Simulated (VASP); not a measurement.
# PbO (P6_3/mmc) in VASP: settings compared

Aim: see how the results for PbO move with the level of theory and the settings. Levels: PBE, LDA. Tasks: single point.

Everything below comes from runs of VASP 6.6.1. Logs are shortened: lines on timing, memory, paths and dates and some standing lists are left out, and cuts for length are marked.

## 1. The cell of the first run

Symmetry: P6_3/mmc, No. 194, hexagonal system. Conventional cell: a = 4.260 Å, b = 4.260 Å, c = 5.277 Å, α = 90.00°, β = 90.00°, γ = 120.00°. Pb (site symmetry -6m2) has 5 O at 2.46 to 2.64 Å within 3.2 Å. O (site symmetry -6m2) has 5 Pb at 2.46 to 2.64 Å within 3.2 Å.

## 2. Single point, PBE

INCAR

```
SYSTEM = PbO
  PREC = Accurate
  ENCUT = 520
  EDIFF = 1E-7
  ISMEAR = 0
  SIGMA = 0.01
  LREAL = .False.
  LASPH = .True.
  NELM = 60
  ALGO = Normal
  ISIF = 2
  LWAVE = .False.
  LCHARG = .False.
  GGA = PE
  NBANDS = 28
```

KPOINTS

```
Automatic mesh
0
Gamma
  6 6 4
  0 0 0
```

POSCAR

```
PbO
1.0
    4.2603255280      0.0000000001      0.0000000000
   -2.1301627640      3.6895501356      0.0000000000
    0.0000000000      0.0000000000      5.2767566649
Pb O
2 2
Direct
    0.3333333333      0.6666666667      0.2500000000
    0.6666666667      0.3333333333      0.7500000000
    0.6666666667      0.3333333333      0.2500000000
    0.3333333333      0.6666666667      0.7500000000
```

Potentials or basis: VASP PAW PBE potentials, release 64 (Pb_d, O).

Launch:

```console
> cat potpaw_PBE.64/Pb_d/POTCAR potpaw_PBE.64/O/POTCAR > POTCAR
> mpirun -np 1 vasp_std > vasp.out
```

OUTCAR:

```text
SYSTEM = PbO
   PREC = Accurate
   ENCUT = 520
   EDIFF = 1E-7
   ISMEAR = 0
   LREAL = .False.
   LASPH = .True.
   NELM = 60
   ISIF = 2
   GGA = PE

 ion  position               nearest neighbor table
   1  0.333  0.667  0.250-   3 2.46   3 2.46   3 2.46   4 2.64   4 2.64   2 3.61   2 3.61   2 3.61
                             2 3.61   2 3.61   2 3.61
   2  0.667  0.333  0.750-   4 2.46   4 2.46   4 2.46   3 2.64   3 2.64   1 3.61   1 3.61   1 3.61
                             1 3.61   1 3.61   1 3.61
   3  0.667  0.333  0.250-   1 2.46   1 2.46   1 2.46   2 2.64   2 2.64
   4  0.333  0.667  0.750-   2 2.46   2 2.46   2 2.46   1 2.64   1 2.64

  LATTYP: Found a hexagonal cell.
 ALAT       =     4.2603255280
 C/A-ratio  =     1.2385806273

  Lattice vectors:

 A1 = (   4.2603255280,   0.0000000001,   0.0000000000)
 A2 = (  -2.1301627640,   3.6895501356,   0.0000000000)
 A3 = (   0.0000000000,   0.0000000000,   5.2767566649)

Analysis of symmetry for initial positions (statically):
=====================================================================
 Subroutine PRICEL returns:
 Original cell was already a primitive cell.

 Routine SETGRP: Setting up the symmetry group for a
 hexagonal supercell.

 Subroutine GETGRP returns: Found 24 space group operations
 (whereof 12 operations were pure point group operations)
 out of a pool of 24 trial point group operations.

The static configuration has the point symmetry D_3d.
 The point group associated with its full space group is D_6h.

Analysis of symmetry for dynamics (positions and initial velocities):
=====================================================================
 Subroutine PRICEL returns:
 Original cell was already a primitive cell.

 Routine SETGRP: Setting up the symmetry group for a
 hexagonal supercell.

 Subroutine GETGRP returns: Found 24 space group operations
 (whereof 12 operations were pure point group operations)
 out of a pool of 24 trial point group operations.

The dynamic configuration has the point symmetry D_3d.
 The point group associated with its full space group is D_6h.

 Subroutine INISYM returns: Found 24 space group operations
 (whereof 12 operations are pure point group operations),
 and found     1 'primitive' translations

----------------------------------------------------------------------------------------

                                     Primitive cell

  volume of cell :      82.9437

[... 87 lines left out ...]
   NELM   =     60;   NELMIN=  2; NELMDL= -5     # of ELM steps
   EDIFF  = 0.1E-06   stopping-criterion for ELM
   LREAL  =      F    real-space projection
   EDIFFG = 0.1E-05   stopping-criterion for IOM
   NSW    =      0    number of steps for IOM
   IBRION =     -1    ionic relax: 0-MD 1-quasi-New 2-CG
   NFREE  =      0    steps in history (QN), initial steepest desc. (CG)
   ISIF   =      2    stress and relaxation
   ISYM   =      2    0-nonsym 1-usesym 2-fastsym
   POTIM  = 0.5000    time-step for ionic-motion
   TEBEG  =    0.0;   TEEND  =   0.0 temperature during run
   PSTRESS=    0.0 pullay stress
   NELECT =      40.0000    total number of electrons
   NUPDOWN=      -1.0000    fix difference up-down
   EMIN   =  10.00;   EMAX   =-10.00  energy-range for DOS
   EFERMI =   0.00;   METHOD = LEGACY
   ISMEAR =     0;   SIGMA  =   0.01  broadening in eV -4-tet -1-fermi 0-gaus
   EFERMI_NEDOS =   21; number of points for ismear=-14 and -15
   IALGO  =     38    algorithm
   IMIX   =      4    mixing-type and parameters
     AMIX     =   0.40;   BMIX     =  1.00
     AMIX_MAG =   1.60;   BMIX_MAG =  1.00
  volume/ion in A,a.u.               =      20.74       139.93
  Fermi-wavevector in a.u.,A,eV,Ry     =   1.283809  2.426047 22.424653  1.648165
  Thomas-Fermi vector in A             =   2.416040
   LORBIT       =      0    0 simple, 1 ext, 2 COOP (PROOUT), +10 PAW based schemes
   GGA     = PE    functional components
   LHFCALC =     F    Hartree Fock is set to
   AEXX    =    0.0000 exact exchange contribution
   IVDW    =     0    specifies the selected vdW correction
   LEPSILON=     F    determine dielectric tensor
   LRPA    =     F    only Hartree local field effects (RPA)
 non-spin polarized calculation
 Gauss-broadening in eV      SIGMA  =   0.01
  energy-cutoff  :      520.00
  volume of cell :       82.94
 maximum number of plane-waves:      2250
 NGX is ok and might be reduce to    32
   NGX = 15   NGY = 15   NGZ = 19

 number of electron      39.9999999 magnetization

 Free energy of the ion-electron system (eV)
  ---------------------------------------------------
  ext. energy  EPLUGINS =         0.00000000
  ---------------------------------------------------
  free energy    TOTEN  =       -20.76359397 eV

  energy without entropy =      -20.76359397  energy(sigma->0) =      -20.76359397

 E-fermi :   5.3688     XC(G=0):  -9.6191

 val. band max:        5.3163087626   @ k =   0.3333   0.3333   0.5000
 cond. band min:       6.5941237409   @ k =   0.3333   0.3333   0.5000
 fundamental gap:      1.2778149783
 Fermi energy:         5.3687916004

 k-point     1 :       0.0000    0.0000    0.0000
  band No.  band energies     occupation
      1     -12.7306      2.00000
      2     -12.5455      2.00000
      3     -11.2389      2.00000
      4     -11.2389      2.00000
      5     -11.1794      2.00000
      6     -11.1794      2.00000
[... 640 lines left out ...]
     27      15.9910      0.00000
     28      15.9910      0.00000

------------------------ aborting loop because EDIFF is reached ----------------------------------------

  FORCE on cell =-STRESS in cart. coord.  units (eV):
  Direction    XX          YY          ZZ          XY          YZ          ZX
  --------------------------------------------------------------------------------------
  -------------------------------------------------------------------------------------
  Total        1.2011529      1.2011529      1.2736009      0.0000000     -0.0000000     -0.0000000
  in kB       23.2020106     23.2020106     24.6014476      0.0000000     -0.0000000     -0.0000000
  external PRESSURE =      23.6684896 kB  Pullay stress =       0.0000000 kB

 VOLUME and BASIS-vectors are now :
 -----------------------------------------------------------------------------
  energy-cutoff  :      520.00
  volume of cell :       82.94
      direct lattice vectors                 reciprocal lattice vectors
     4.260325528  0.000000000  0.000000000     0.234723848  0.135517877  0.000000000
    -2.130162764  3.689550136  0.000000000    -0.000000000  0.271035753  0.000000000
     0.000000000  0.000000000  5.276756665     0.000000000  0.000000000  0.189510350

 POSITION                                       TOTAL-FORCE (eV/Angst)
 -----------------------------------------------------------------------------------
     -0.00000      2.45970      1.31919         0.000000      0.000000      0.000000
      2.13016      1.22985      3.95757        -0.000000     -0.000000      0.000000
      2.13016      1.22985      1.31919         0.000000     -0.000000      0.000000
     -0.00000      2.45970      3.95757        -0.000000      0.000000      0.000000
 -----------------------------------------------------------------------------------
    total drift:                                0.000000      0.000000      0.000000

  FREE ENERGIE OF THE ION-ELECTRON SYSTEM (eV)
  ---------------------------------------------------
  free  energy   TOTEN  =       -20.7635939654 eV

  energy  without entropy=      -20.7635939654  energy(sigma->0) =      -20.76359397
```

OSZICAR:

```text
N       E                     dE             d eps       ncg     rms          rms(c)
DAV:   1     0.481620161400E+03    0.48162E+03   -0.20210E+04  1176   0.169E+03
DAV:   2     0.401409005286E+02   -0.44148E+03   -0.42431E+03  1220   0.452E+02
DAV:   3    -0.222446268219E+02   -0.62386E+02   -0.60252E+02  1464   0.185E+02
DAV:   4    -0.254742660724E+02   -0.32296E+01   -0.32156E+01  1368   0.440E+01
DAV:   5    -0.255817086732E+02   -0.10744E+00   -0.10742E+00  1428   0.847E+00    0.126E+01
DAV:   6    -0.212914030487E+02    0.42903E+01   -0.26706E+01  1788   0.352E+01    0.708E+00
DAV:   7    -0.207986415565E+02    0.49276E+00   -0.41485E+00  1548   0.149E+01    0.236E+00
DAV:   8    -0.207992316913E+02   -0.59013E-03   -0.87411E-01  1228   0.684E+00    0.179E+00
DAV:   9    -0.207612063808E+02    0.38025E-01   -0.78610E-02  1308   0.211E+00    0.325E-01
DAV:  10    -0.207639919533E+02   -0.27856E-02   -0.13402E-02  1368   0.644E-01    0.244E-01
DAV:  11    -0.207635379631E+02    0.45399E-03   -0.20638E-03  1596   0.330E-01    0.594E-02
DAV:  12    -0.207635861555E+02   -0.48192E-04   -0.24253E-04  1228   0.847E-02    0.138E-02
DAV:  13    -0.207635923223E+02   -0.61668E-05   -0.20099E-05  1472   0.301E-02    0.468E-03
DAV:  14    -0.207635940118E+02   -0.16895E-05   -0.13865E-06  1424   0.128E-02    0.178E-03
DAV:  15    -0.207635939654E+02    0.46384E-07   -0.45742E-07  1064   0.710E-03
   1 F= -.20763594E+02 E0= -.20763594E+02  d E =-.170886E-15
```

Wall time 46 s (1 thread of Intel Xeon 8259CL, shared host); peak memory 0.2 GiB.

Results:

| Quantity | Value |
| --- | --- |
| Free energy | -20.7636 eV |
| Pressure | 2.4 GPa |
| Band gap on the k mesh | 1.28 eV |

Stress tensor (GPa, compression positive):
```
2.32 0.00 0.00
0.00 2.32 0.00
0.00 0.00 2.46
```

Caveat: spin-orbit coupling is left out, which moves the levels of the heavy elements. A k mesh can miss the band edges.

## 3. Single point, PBE

INCAR

```
PREC = Accurate
ENCUT = 520
EDIFF = 1E-7
ISMEAR = 0
SIGMA = 0.01
LREAL = False
LASPH = True
NELM = 60
ALGO = Normal
ISIF = 2
LWAVE = False
LCHARG = True
GGA = PE
LELF = True
LVHAR = True
NBANDS = 28
```

KPOINTS

```
regular mesh
0
Gamma
  6 6 4
```

POSCAR is that of step 2.

Potentials or basis: VASP PAW PBE potentials, release 64 (Pb_d, O).

Launch:

```console
> cat potpaw_PBE.64/Pb_d/POTCAR potpaw_PBE.64/O/POTCAR > POTCAR
> mpirun -np 1 vasp_std > vasp.out
```

Run time: 49 s. Hardware: 1 thread of Intel Xeon 8259CL, shared host; peak memory 0.2 GiB.

The run converged. Its results:

| Quantity | Value |
| --- | --- |
| Free energy | -20.7636 eV |
| Pressure | 2.4 GPa |
| Band gap on the k mesh | 1.28 eV |

Stress tensor (GPa, compression positive):
```
2.32 0.00 0.00
0.00 2.32 0.00
0.00 0.00 2.46
```

Levels at points of the mesh, in eV from the valence-band top:
| k point | band 16 | band 17 | band 18 | band 19 | band 20 | band 21 | band 22 | band 23 | band 24 | band 25 |
| --- | --- | --- | --- | --- | --- | --- | --- | --- | --- | --- |
| (0.00, 0.00, 0.00) | -3.37 | -3.37 | -2.53 | -2.53 | -2.53 | 3.88 | 4.14 | 4.14 | 4.80 | 4.80 |
| (0.50, 0.00, 0.00) | -4.17 | -3.27 | -2.96 | -1.78 | -1.30 | 1.83 | 3.94 | 4.51 | 4.66 | 5.02 |
| (0.00, 0.00, 0.50) | -2.90 | -2.90 | -2.90 | -1.50 | -1.50 | 3.24 | 3.24 | 4.11 | 4.11 | 4.11 |
| (0.50, 0.00, 0.50) | -3.57 | -2.62 | -2.62 | -0.71 | -0.71 | 1.39 | 1.39 | 4.22 | 4.22 | 5.28 |

Caveat: spin-orbit coupling is left out, which moves the levels of the heavy elements.

## 4. Single point, LDA

INCAR

```
ALGO = Normal
EDIFF = 1E-6
ENCUT = 520
GGA = CA
ISIF = 2
ISMEAR = 0
LASPH = True
LCHARG = True
LELF = True
LREAL = False
LVHAR = True
LWAVE = False
NBANDS = 28
NELM = 80
PREC = Accurate
SIGMA = 0.01
```

KPOINTS

```
k-points
0
Gamma
  6 6 4
```

POSCAR is that of step 3.

Potentials or basis: VASP PAW LDA potentials, release 64 (Pb_d, O).

Launch:

```console
> cat potpaw_LDA.64/Pb_d/POTCAR potpaw_LDA.64/O/POTCAR > POTCAR
> mpirun -np 1 vasp_std > vasp.out
```

OUTCAR:

```text
EDIFF = 1E-6
   ENCUT = 520
   GGA = CA
   ISIF = 2
   ISMEAR = 0
   LASPH = True
   LREAL = False
   NELM = 80
   PREC = Accurate

 ion  position               nearest neighbor table
   1  0.333  0.667  0.250-   3 2.46   3 2.46   3 2.46   4 2.64   4 2.64   2 3.61   2 3.61   2 3.61
                             2 3.61   2 3.61   2 3.61
   2  0.667  0.333  0.750-   4 2.46   4 2.46   4 2.46   3 2.64   3 2.64   1 3.61   1 3.61   1 3.61
                             1 3.61   1 3.61   1 3.61
   3  0.667  0.333  0.250-   1 2.46   1 2.46   1 2.46   2 2.64   2 2.64
   4  0.333  0.667  0.750-   2 2.46   2 2.46   2 2.46   1 2.64   1 2.64

  LATTYP: Found a hexagonal cell.
 ALAT       =     4.2603255280
 C/A-ratio  =     1.2385806273

  Lattice vectors:

 A1 = (   4.2603255280,   0.0000000001,   0.0000000000)
 A2 = (  -2.1301627640,   3.6895501356,   0.0000000000)
 A3 = (   0.0000000000,   0.0000000000,   5.2767566649)

Analysis of symmetry for initial positions (statically):
=====================================================================
 Subroutine PRICEL returns:
 Original cell was already a primitive cell.

 Routine SETGRP: Setting up the symmetry group for a
 hexagonal supercell.

 Subroutine GETGRP returns: Found 24 space group operations
 (whereof 12 operations were pure point group operations)
 out of a pool of 24 trial point group operations.

The static configuration has the point symmetry D_3d.
 The point group associated with its full space group is D_6h.

Analysis of symmetry for dynamics (positions and initial velocities):
=====================================================================
 Subroutine PRICEL returns:
 Original cell was already a primitive cell.

 Routine SETGRP: Setting up the symmetry group for a
 hexagonal supercell.

 Subroutine GETGRP returns: Found 24 space group operations
 (whereof 12 operations were pure point group operations)
[... 120 lines left out ...]
   IALGO  =     38    algorithm
   IMIX   =      4    mixing-type and parameters
     AMIX     =   0.40;   BMIX     =  1.00
     AMIX_MAG =   1.60;   BMIX_MAG =  1.00
  volume/ion in A,a.u.               =      20.74       139.93
  Fermi-wavevector in a.u.,A,eV,Ry     =   1.283809  2.426047 22.424653  1.648165
  Thomas-Fermi vector in A             =   2.416040
   LORBIT       =      0    0 simple, 1 ext, 2 COOP (PROOUT), +10 PAW based schemes
   GGA     = CA    functional components
   LHFCALC =     F    Hartree Fock is set to
   AEXX    =    0.0000 exact exchange contribution
   IVDW    =     0    specifies the selected vdW correction
   LEPSILON=     F    determine dielectric tensor
   LRPA    =     F    only Hartree local field effects (RPA)
 non-spin polarized calculation
 Gauss-broadening in eV      SIGMA  =   0.01
  energy-cutoff  :      520.00
  volume of cell :       82.94
 maximum number of plane-waves:      2250
 NGX is ok and might be reduce to    32
   NGX = 15   NGY = 15   NGZ = 19

 number of electron      39.9999999 magnetization

 Free energy of the ion-electron system (eV)
  ---------------------------------------------------
  ext. energy  EPLUGINS =         0.00000000
  ---------------------------------------------------
  free energy    TOTEN  =       -23.46252647 eV

  energy without entropy =      -23.46252647  energy(sigma->0) =      -23.46252647

 E-fermi :   5.0852     XC(G=0): -10.1002

 val. band max:        4.9735859245   @ k =   0.3333   0.3333   0.5000
 cond. band min:       6.1727958188   @ k =   0.3333   0.3333   0.5000
 fundamental gap:      1.1992098944
 Fermi energy:         5.0852468138

 k-point     1 :       0.0000    0.0000    0.0000
  band No.  band energies     occupation
      1     -12.8582      2.00000
      2     -12.6171      2.00000
      3     -11.4800      2.00000
      4     -11.4800      2.00000
      5     -11.4273      2.00000
      6     -11.4273      2.00000
[... 640 lines left out ...]
     27      15.4922      0.00000
     28      15.4922      0.00000

------------------------ aborting loop because EDIFF is reached ----------------------------------------

  FORCE on cell =-STRESS in cart. coord.  units (eV):
  Direction    XX          YY          ZZ          XY          YZ          ZX
  --------------------------------------------------------------------------------------
  -------------------------------------------------------------------------------------
  Total       -1.8417947     -1.8417947     -1.9886256     -0.0000000      0.0000000     -0.0000000
  in kB      -35.5769346    -35.5769346    -38.4131877     -0.0000000      0.0000000     -0.0000000
  external PRESSURE =     -36.5223523 kB  Pullay stress =       0.0000000 kB

 VOLUME and BASIS-vectors are now :
 -----------------------------------------------------------------------------
  energy-cutoff  :      520.00
  volume of cell :       82.94
      direct lattice vectors                 reciprocal lattice vectors
     4.260325528  0.000000000  0.000000000     0.234723848  0.135517877  0.000000000
    -2.130162764  3.689550136  0.000000000    -0.000000000  0.271035753  0.000000000
     0.000000000  0.000000000  5.276756665     0.000000000  0.000000000  0.189510350

 POSITION                                       TOTAL-FORCE (eV/Angst)
 -----------------------------------------------------------------------------------
     -0.00000      2.45970      1.31919        -0.000000      0.000000      0.000000
      2.13016      1.22985      3.95757         0.000000     -0.000000      0.000000
      2.13016      1.22985      1.31919        -0.000000      0.000000      0.000000
     -0.00000      2.45970      3.95757        -0.000000      0.000000      0.000000
 -----------------------------------------------------------------------------------
    total drift:                                0.000000      0.000000      0.000000

  FREE ENERGIE OF THE ION-ELECTRON SYSTEM (eV)
  ---------------------------------------------------
  free  energy   TOTEN  =       -23.4625264736 eV

  energy  without entropy=      -23.4625264736  energy(sigma->0) =      -23.46252647
```

OSZICAR:

```text
N       E                     dE             d eps       ncg     rms          rms(c)
DAV:   1     0.476787202999E+03    0.47679E+03   -0.20182E+04  1176   0.169E+03
DAV:   2     0.371452132993E+02   -0.43964E+03   -0.42231E+03  1216   0.450E+02
DAV:   3    -0.246812634560E+02   -0.61826E+02   -0.59636E+02  1464   0.184E+02
DAV:   4    -0.279106216227E+02   -0.32294E+01   -0.32160E+01  1360   0.436E+01
DAV:   5    -0.280204024936E+02   -0.10978E+00   -0.10976E+00  1424   0.854E+00    0.121E+01
DAV:   6    -0.241184146084E+02    0.39020E+01   -0.25859E+01  1788   0.350E+01    0.722E+00
DAV:   7    -0.235385979332E+02    0.57982E+00   -0.42504E+00  1568   0.148E+01    0.230E+00
DAV:   8    -0.235087502546E+02    0.29848E-01   -0.10980E+00  1212   0.695E+00    0.179E+00
DAV:   9    -0.234625231956E+02    0.46227E-01   -0.95488E-02  1308   0.215E+00    0.352E-01
DAV:  10    -0.234634787539E+02   -0.95556E-03   -0.16584E-02  1480   0.753E-01    0.275E-01
DAV:  11    -0.234625054143E+02    0.97334E-03   -0.32677E-03  1480   0.412E-01    0.425E-02
DAV:  12    -0.234625303158E+02   -0.24902E-04   -0.24811E-04  1248   0.875E-02    0.195E-02
DAV:  13    -0.234625266941E+02    0.36217E-05   -0.27062E-05  1512   0.372E-02    0.577E-03
DAV:  14    -0.234625264736E+02    0.22047E-06   -0.24357E-06   908   0.126E-02
   1 F= -.23462526E+02 E0= -.23462526E+02  d E =-.111331E-57
```

stdout:

```text
POSCAR found type information on POSCAR PbO
 POSCAR found :  2 types and       4 ions
 scaLAPACK will be used
 LDA part: xc-table for (Slater(with rela. corr.)+CA(PZ))
 , standard interpolation
 POSCAR, INCAR and KPOINTS ok, starting setup
 FFT: planning ... GRIDC
 FFT: planning ... GRID_SOFT
 FFT: planning ... GRID
 WAVECAR not read
 entering main loop
```

Run time: 44 s. Hardware: 1 thread of Intel Xeon 8259CL, shared host; peak memory 0.18 GiB.

What came out:

```yaml
Free_energy: -23.4625 eV
Pressure: -3.7 GPa
Band_gap_on_the_k_mesh: 1.20 eV
```

Levels at points of the mesh, in eV from the valence-band top:
```csv
k point,band 18,band 19,band 20,band 21,band 22,band 23
"(0.00, 0.00, 0.00)",-2.56,-2.55,-2.55,3.79,4.04,4.04
"(0.50, 0.00, 0.00)",-2.99,-1.83,-1.32,1.74,3.87,4.38
"(0.00, 0.00, 0.50)",-2.92,-1.51,-1.51,3.13,3.13,4.01
"(0.50, 0.00, 0.50)",-2.66,-0.73,-0.73,1.31,1.31,4.10
```

Caveat: the cell stands under tension; spin-orbit coupling is left out, which moves the levels of the heavy elements. A k mesh can miss the band edges.
